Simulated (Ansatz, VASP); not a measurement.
# One calculation of Hf, two programs

INCAR

```
ALGO     = Normal         # electronic algorithm
EDIFF    = 1E-6           # SCF threshold, eV
ENCUT    = 520            # plane-wave cutoff, eV
GGA      = RP             # functional
ISIF     = 2              # what is computed and relaxed
ISMEAR   = -1             # smearing method
LASPH    = T              # aspherical terms in the spheres
LCHARG   = T              # write CHGCAR
LELF     = T              # ELF
LREAL    = F              # projectors in reciprocal space
LVHAR    = T            
LWAVE    = F              # write WAVECAR
NBANDS   = 11             # bands
NELM     = 80             # most SCF steps
PREC     = Accurate       # precision mode
SIGMA    = 0.1            # smearing width, eV
```

File KPOINTS:

```
k-points
0
Gamma
  12 12 12
```

Contents of POSCAR:

```
Hf
1.0
    2.9092898161      0.0000000000      0.0000000000
    0.0000000000      2.9092898161      0.0000000000
    0.0000000000      0.0000000000      2.9092898161
Hf
1
Direct
    0.0000000000      0.0000000000      0.0000000000
```

Input for Ansatz:

```yaml
crystal:
  lattice:
    - [2.9092898161, 0.0, 0.0]
    - [0.0, 2.9092898161, 0.0]
    - [0.0, 0.0, 2.9092898161]
  atoms:
    - { symbol: Hf, position: [0.0, 0.0, 0.0] }
hamiltonian:
  xc: rpbe
  pseudopotentials:
    kind: paw
    azcp:
      Hf: "pseudopotentials/Hf.paw.azcp"
basis:
  ecutwfc: 420
  fft_grid_basis: typed
kpoints:
  mp_grid: { grid: [12, 12, 12], shift: [0, 0, 0] }
magnetization:
  spin_polarized: false
scf:
  occupations: { method: fermi_dirac, width: 0.1 }
  lower_state_search: "off"
output:
  stress: true
  write_density: true
  write_potential: true
  elf: true
  volumetric_format: npy
```

Alike in both runs: task single point; functional RPBE; k mesh 12 × 12 × 12; occupations fermi-dirac, width 0.1 eV; no spin polarisation.

|  | VASP | Ansatz |
| --- | --- | --- |
| version | VASP 6.6.1 | Ansatz 0.2.0 |
| potentials or method | VASP PAW PBE potentials, release 64 (Hf_pv), cutoff 520 eV | plane waves (420 eV) with PAW, scalar-relativistic |
| valence electrons in the cell | 10 | 26 |

|  | VASP | Ansatz | Ansatz less VASP |
| --- | --- | --- | --- |
| pressure (GPa) | 2.8 | 3.1 | +0.32 |

VASP's potentials were made for PBE, not for RPBE. The functional is the same, so the differences come from potentials, cutoffs and numerics. VASP's potentials hold 10 valence electrons a cell and Ansatz's 26, so a difference there can come from the potentials and not from the codes.

Spin-orbit coupling is off throughout.
